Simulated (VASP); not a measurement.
# Ti (P2/m) in VASP: further runs

Ti is run at these levels: PBEsol; tasks: single point.

Program: VASP 6.6.1. These are calculated values, not measurements. Logs are shortened: lines on timing, memory, paths and dates and some standing lists are left out, and cuts for length are marked.

## (1) The cell of the first run

It takes space group P2/m (No. 10, monoclinic). Conventional cell: a = 4.488 Å, b = 2.826 Å, c = 4.568 Å, α = 90.00°, β = 118.27°, γ = 90.00°. Within 3.4 Å of Ti (site symmetry m) lie 11 Ti at 2.59 to 3.03 Å. Ti (site symmetry 2/m) has 14 Ti at 2.83 to 3.03 Å within 3.7 Å.

## (2) Single point, PBEsol

Input file INCAR:

```
  ALGO = Fast
  EDIFF = 1E-6
  ENCUT = 520
  GGA = PS
  ISIF = 2
  ISMEAR = -1
  LASPH = T
  LCHARG = F
  LREAL = F
  LWAVE = F
  NBANDS = 25
  NELM = 60
  PREC = Accurate
  SIGMA = 0.05
```

Input file KPOINTS:

```
k-points
0
Gamma
  6 6 8
```

Input file POSCAR:

```
Ti
1.0
    4.5673748306     -0.0913474966      0.0000000000
   -2.3627966679      4.0011363802      0.0000000000
    0.0000000000      0.0000000000      2.8262442700
Ti
3
Direct
    0.6672123004      0.3336481495      0.5000000000
    0.3327876996      0.6663518505      0.5000000000
    0.0000000000      0.0000000000      0.0000000000
```

Potentials or basis: VASP PAW PBE potentials, release 64 (Ti_sv).

On the command line:

```console
cat potpaw_PBE.64/Ti_sv/POTCAR > POTCAR
mpirun -np 1 vasp_std > vasp.out
```

OUTCAR:

```text
EDIFF = 1E-6
   ENCUT = 520
   GGA = PS
   ISIF = 2
   ISMEAR = -1
   LASPH = T
   LREAL = F
   NELM = 60
   PREC = Accurate

 ion  position               nearest neighbor table
   1  0.667  0.334  0.500-   2 2.59   2 2.64   2 2.68
   2  0.333  0.666  0.500-   1 2.59   1 2.64   1 2.68
   3  0.000  0.000  0.000-

  LATTYP: Found a simple monoclinic cell.
 ALAT       =     4.4884979659
 B/A-ratio  =     0.6296637074
 C/A-ratio  =     1.0177766034
 COS(beta)  =    -0.4736455831

  Lattice vectors:

 A1 = (   2.2045781627,   3.9097888836,   0.0000000000)
 A2 = (   0.0000000000,   0.0000000000,  -2.8262442700)
 A3 = (  -4.5673748306,   0.0913474966,   0.0000000000)

Analysis of symmetry for initial positions (statically):
=====================================================================
 Subroutine PRICEL returns:
 Original cell was already a primitive cell.

 Routine SETGRP: Setting up the symmetry group for a
 simple monoclinic supercell.

 Subroutine GETGRP returns: Found  4 space group operations
 (whereof  4 operations were pure point group operations)
 out of a pool of  4 trial point group operations.

The static configuration has the point symmetry C_2h.

Analysis of symmetry for dynamics (positions and initial velocities):
=====================================================================
 Subroutine PRICEL returns:
 Original cell was already a primitive cell.

 Routine SETGRP: Setting up the symmetry group for a
 simple monoclinic supercell.

 Subroutine GETGRP returns: Found  4 space group operations
 (whereof  4 operations were pure point group operations)
 out of a pool of  4 trial point group operations.

The dynamic configuration has the point symmetry C_2h.

 Subroutine INISYM returns: Found  4 space group operations
 (whereof  4 operations are pure point group operations),
 and found     1 'primitive' translations

----------------------------------------------------------------------------------------

                                     Primitive cell

  volume of cell :      51.0387

  direct lattice vectors                    reciprocal lattice vectors
     4.567374831 -0.091347497  0.000000000     0.221560924  0.130838682  0.000000000
    -2.362796668  4.001136380  0.000000000     0.005058322  0.252916094  0.000000000
     0.000000000  0.000000000  2.826244270     0.000000000  0.000000000  0.353826458

  length of vectors
     4.568288214  4.646708558  2.826244270     0.257309160  0.252966672  0.353826458

  position of ions in fractional coordinates (direct lattice)
     0.667212300  0.333648150  0.500000000
     0.332787700  0.666351850  0.500000000
     0.000000000  0.000000000  0.000000000

  ion indices of the primitive-cell ions
   primitive index   ion index
                 1           1
                 2           2
                 3           3

----------------------------------------------------------------------------------------

 KPOINTS: k-points

Automatic generation of k-mesh.
 Grid dimensions read from file:
 generate k-points for:    6    6    8

 Generating k-lattice:

  Cartesian coordinates                     Fractional coordinates (reciprocal lattice)
     0.036926821  0.021806447  0.000000000     0.166666667  0.000000000  0.000000000
     0.000843054  0.042152682  0.000000000     0.000000000  0.166666667  0.000000000
     0.000000000  0.000000000  0.044228307     0.000000000  0.000000000  0.125000000

  Length of vectors
     0.042884860  0.042161112  0.044228307

  Shift w.r.t. Gamma in fractional coordinates (k-lattice)
     0.000000000  0.000000000  0.000000000

 Subroutine IBZKPT returns following result:
 ===========================================

 Found    100 irreducible k-points:

 Following reciprocal coordinates:
            Coordinates               Weight
  0.000000  0.000000  0.000000      1.000000
  0.166667  0.000000  0.000000      2.000000
  0.333333  0.000000  0.000000      2.000000
  0.500000  0.000000  0.000000      1.000000
 -0.000000  0.166667  0.000000      2.000000
  0.166667  0.166667  0.000000      2.000000
[... 16 lines left out ...]
  0.333333  0.000000  0.125000      4.000000
  0.500000  0.000000  0.125000      2.000000
 [... further k-points ...]
   k-points           NKPTS =    100   k-points in BZ     NKDIM =    100   number of bands    NBANDS=     25
   number of dos      NEDOS =    301   number of ions     NIONS =      3
   total plane-waves  NPLWV =  31104
   dimension x,y,z NGX =    36 NGY =   36 NGZ =   24
   dimension x,y,z NGXF=    72 NGYF=   72 NGZF=   48
   ions per type =               3
   NGX,Y,Z   is equivalent  to a cutoff of  13.10, 12.88, 14.12 a.u.
   NGXF,Y,Z  is equivalent  to a cutoff of  26.20, 25.76, 28.23 a.u.
 SYSTEM =  unknown system
   PREC   = accura    normal or accurate (medium, high low for compatibility)
   ISTART =      0    job   : 0-new  1-cont  2-samecut
   ICHARG =      2    charge: 1-file 2-atom 10-const
   ISPIN  =      1    spin polarized calculation?
   LNONCOLLINEAR =      F non collinear calculations
   LSORBIT =      F    spin-orbit coupling
   LASPH  =      T    aspherical Exc in radial PAW
   ENCUT  =  520.0 eV  38.22 Ry    6.18 a.u.   8.49  8.64  5.25*2*pi/ulx,y,z
   NELM   =     60;   NELMIN=  2; NELMDL= -5     # of ELM steps
   EDIFF  = 0.1E-05   stopping-criterion for ELM
   LREAL  =      F    real-space projection
   EDIFFG = 0.1E-04   stopping-criterion for IOM
   NSW    =      0    number of steps for IOM
   IBRION =     -1    ionic relax: 0-MD 1-quasi-New 2-CG
   NFREE  =      0    steps in history (QN), initial steepest desc. (CG)
   ISIF   =      2    stress and relaxation
   ISYM   =      2    0-nonsym 1-usesym 2-fastsym
   POTIM  = 0.5000    time-step for ionic-motion
   TEBEG  =    0.0;   TEEND  =   0.0 temperature during run
   PSTRESS=    0.0 pullay stress
   NELECT =      36.0000    total number of electrons
   NUPDOWN=      -1.0000    fix difference up-down
   EMIN   =  10.00;   EMAX   =-10.00  energy-range for DOS
   EFERMI =   0.00;   METHOD = LEGACY
   ISMEAR =    -1;   SIGMA  =   0.05  broadening in eV -4-tet -1-fermi 0-gaus
   EFERMI_NEDOS =   21; number of points for ismear=-14 and -15
   IALGO  =     68    algorithm
   IMIX   =      4    mixing-type and parameters
     AMIX     =   0.40;   BMIX     =  1.00
     AMIX_MAG =   1.60;   BMIX_MAG =  1.00
  volume/ion in A,a.u.               =      17.01       114.81
  Fermi-wavevector in a.u.,A,eV,Ry     =   1.457278  2.753856 28.894132  2.123659
  Thomas-Fermi vector in A             =   2.574098
   LORBIT       =      0    0 simple, 1 ext, 2 COOP (PROOUT), +10 PAW based schemes
   GGA     = PS    functional components
   LHFCALC =     F    Hartree Fock is set to
   AEXX    =    0.0000 exact exchange contribution
   IVDW    =     0    specifies the selected vdW correction
   LEPSILON=     F    determine dielectric tensor
   LRPA    =     F    only Hartree local field effects (RPA)
 non-spin polarized calculation
 RMM-DIIS sequential band-by-band and
  energy-cutoff  :      520.00
  volume of cell :       51.04
 maximum number of plane-waves:      1398
 NGX is ok and might be reduce to    36
   NGX = 17   NGY = 17   NGZ = 11

 number of electron      35.9999995 magnetization

 Free energy of the ion-electron system (eV)
  ---------------------------------------------------
  ext. energy  EPLUGINS =         0.00000000
  ---------------------------------------------------
  free energy    TOTEN  =       -25.02890042 eV

  energy without entropy =      -25.00248302  energy(sigma->0) =      -25.01569172

 E-fermi :   8.3131     XC(G=0): -11.7338

 val. band max:        8.2975691021   @ k =   0.1667   0.5000   0.0000
 cond. band min:       8.3144090381   @ k =   0.5000   0.1667   0.0000
 fundamental gap:      0.0168399360
 Fermi energy:         8.3131249882

 k-point     1 :       0.0000    0.0000    0.0000
  band No.  band energies     occupation
      1     -48.3244      2.00000
      2     -48.0731      2.00000
      3     -47.9021      2.00000
      4     -24.7460      2.00000
      5     -24.7357      2.00000
      6     -24.6785      2.00000
[... 17 lines left out ...]
     24      10.1690      0.00000
     25      10.1819      0.00000

 k-point     2 :       0.1667    0.0000    0.0000
  band No.  band energies     occupation
      1     -48.3201      2.00000
      2     -48.0657      2.00000
      3     -47.9143      2.00000
      4     -24.8123      2.00000
      5     -24.8020      2.00000
      6     -24.5629      2.00000
[... 17 lines left out ...]
     24       9.7710      0.00000
     25      10.7717      0.00000

 k-point     3 :       0.3333    0.0000    0.0000
  band No.  band energies     occupation
      1     -48.3121      2.00000
      2     -48.0418      2.00000
      3     -47.9469      2.00000
      4     -24.8761      2.00000
      5     -24.7941      2.00000
      6     -24.4957      2.00000
[... 17 lines left out ...]
     24      10.3091      0.00000
     25      10.9692      0.00000

 k-point     4 :       0.5000    0.0000    0.0000
  band No.  band energies     occupation
      1     -48.3085      2.00000
      2     -48.0151      2.00000
      3     -47.9778      2.00000
      4     -24.9043      2.00000
      5     -24.7201      2.00000
      6     -24.5658      2.00000
[... 17 lines left out ...]
     24      10.2729      0.00000
     25      10.9376      0.00000
[... 477 lines left out ...]
 k-point    22 :       0.1667    0.0000    0.1250
  band No.  band energies     occupation
      1     -48.3103      2.00000
      2     -48.0588      2.00000
      3     -47.9063      2.00000
      4     -24.7947      2.00000
      5     -24.7829      2.00000
      6     -24.5616      2.00000
[... 17 lines left out ...]
     24       9.8075      0.00000
     25      10.8786      0.00000

 k-point    23 :       0.3333    0.0000    0.1250
  band No.  band energies     occupation
      1     -48.3034      2.00000
      2     -48.0339      2.00000
      3     -47.9388      2.00000
      4     -24.8527      2.00000
      5     -24.7822      2.00000
      6     -24.5108      2.00000
[... 17 lines left out ...]
     24      10.2733      0.00000
     25      10.9057      0.00000

 k-point    24 :       0.5000    0.0000    0.1250
  band No.  band energies     occupation
      1     -48.3002      2.00000
      2     -48.0067      2.00000
      3     -47.9696      2.00000
      4     -24.8794      2.00000
      5     -24.7178      2.00000
      6     -24.5810      2.00000
[... 17 lines left out ...]
     24      10.2797      0.00000
     25      11.1414      0.00000

 [... further k-points ...]

------------------------ aborting loop because EDIFF is reached ----------------------------------------

  FORCE on cell =-STRESS in cart. coord.  units (eV):
  Direction    XX          YY          ZZ          XY          YZ          ZX
  --------------------------------------------------------------------------------------
  -------------------------------------------------------------------------------------
  Total       -1.1842173     -1.2453092     -1.2039620      0.6519936      0.0000000      0.0000000
  in kB      -37.1742414    -39.0919992    -37.7940534     20.4669934      0.0000000      0.0000000
  external PRESSURE =     -38.0200980 kB  Pullay stress =       0.0000000 kB

 VOLUME and BASIS-vectors are now :
 -----------------------------------------------------------------------------
  energy-cutoff  :      520.00
  volume of cell :       51.04
      direct lattice vectors                 reciprocal lattice vectors
     4.567374831 -0.091347497  0.000000000     0.221560924  0.130838682  0.000000000
    -2.362796668  4.001136380  0.000000000     0.005058322  0.252916094  0.000000000
     0.000000000  0.000000000  2.826244270     0.000000000  0.000000000  0.353826458

 POSITION                                       TOTAL-FORCE (eV/Angst)
 -----------------------------------------------------------------------------------
      2.25907      1.27402      1.41312         0.006395      0.006525      0.000000
     -0.05449      2.63577      1.41312        -0.006395     -0.006525      0.000000
      0.00000      0.00000      0.00000         0.000000      0.000000      0.000000
 -----------------------------------------------------------------------------------
    total drift:                                0.000000     -0.000000     -0.000000

  FREE ENERGIE OF THE ION-ELECTRON SYSTEM (eV)
  ---------------------------------------------------
  free  energy   TOTEN  =       -25.0289004193 eV

  energy  without entropy=      -25.0024830170  energy(sigma->0) =      -25.01569172
```

Wall time 4 min (1 thread of Intel Xeon 6975P-C (Granite Rapids), shared host); peak memory 0.23 GiB.

What came out:

| Property | Result |
| --- | --- |
| Free energy | -25.0289 eV |
| Pressure | -3.8 GPa |
| Largest force | 0.009 eV/Å |
| Band gap on the k mesh | zero (bands 18 and 19 overlap by 0.27 eV) |

Forces in eV/Å, atoms in the order of the input:
```
Ti   0.006  0.007  0.000
Ti  -0.006 -0.007  0.000
Ti   0.000  0.000  0.000
```

Caveat: the cell stands under tension; the PAW data sets were made with another functional, which shifts forces and pressure a little.

## (3) Single point, PBEsol

Input file INCAR:

```
PREC = Accurate
ENCUT = 520
EDIFF = 1E-6
ISMEAR = -1
SIGMA = 0.05
LREAL = False
LASPH = True
NELM = 60
ALGO = Fast
ISIF = 2
LWAVE = False
LCHARG = False
GGA = PS
NBANDS = 25
```

Input file KPOINTS:

```
Automatic mesh
0
Gamma
  6 6 8
```

Input file POSCAR:

```
Ti
1.0
    4.5673748306      0.0913474966      0.0000000000
   -2.2045781627      3.9097888836      0.0000000000
    0.0000000000      0.0000000000      2.8262442700
Ti
3
Direct
    0.6664359423      0.3336477477      0.5000000000
    0.3335640577      0.6663522523      0.5000000000
    0.0000000000      0.0000000000      0.0000000000
```

Potentials or basis: VASP PAW PBE potentials, release 64 (Ti_sv).

On the command line:

```console
cat potpaw_PBE.64/Ti_sv/POTCAR > POTCAR
mpirun -np 1 vasp_std > vasp.out
```

It took 3.1 min on 1 thread of Intel Xeon 6975P-C (Granite Rapids), shared host; peak memory 0.24 GiB.

The run converged. Its results:

```
Free energy            : -25.0289 eV
Pressure               : -3.8 GPa
Largest force          : 0.010 eV/Å
Band gap on the k mesh : zero (bands 18 and 19 overlap by 0.27 eV)
```

Forces on the atoms (eV/Å):
```
Ti  -0.007  0.007  0.000
Ti   0.007 -0.007  0.000
Ti   0.000  0.000  0.000
```

Stress tensor (GPa, compression positive):
```
-3.69 -2.05  0.00
-2.05 -3.88  0.00
 0.00  0.00 -3.75
```

Levels at points of the mesh, in eV from the Fermi level:
| k point | band 15 | band 16 | band 17 | band 18 | band 19 | band 20 | band 21 | band 22 |
| --- | --- | --- | --- | --- | --- | --- | --- | --- |
| (0.00, 0.00, 0.00) | -0.85 | -0.80 | -0.56 | -0.41 | -0.03 | 0.68 | 1.05 | 1.54 |
| (0.50, 0.00, 0.00) | -2.64 | -0.48 | -0.45 | -0.40 | 0.03 | 0.62 | 1.02 | 1.40 |
| (0.00, 0.50, 0.00) | -2.64 | -0.41 | -0.40 | -0.36 | 0.03 | 0.57 | 1.02 | 1.15 |
| (0.50, 0.50, 0.00) | -2.65 | -0.39 | -0.33 | -0.31 | 0.08 | 0.47 | 0.89 | 1.05 |
| (0.00, 0.00, 0.50) | -2.09 | -1.73 | -1.68 | -1.57 | 1.00 | 1.11 | 1.13 | 1.36 |
| (0.50, 0.00, 0.50) | -1.66 | -1.23 | -0.73 | -0.65 | 0.25 | 0.86 | 0.88 | 1.13 |
| (0.00, 0.50, 0.50) | -1.71 | -1.17 | -0.67 | -0.63 | 0.33 | 0.84 | 0.94 | 1.06 |
| (0.50, 0.50, 0.50) | -1.74 | -1.12 | -0.64 | -0.62 | 0.45 | 0.77 | 0.96 | 1.02 |

Caveat: the cell stands under tension; the PAW data sets were made with another functional, which shifts forces and pressure a little.
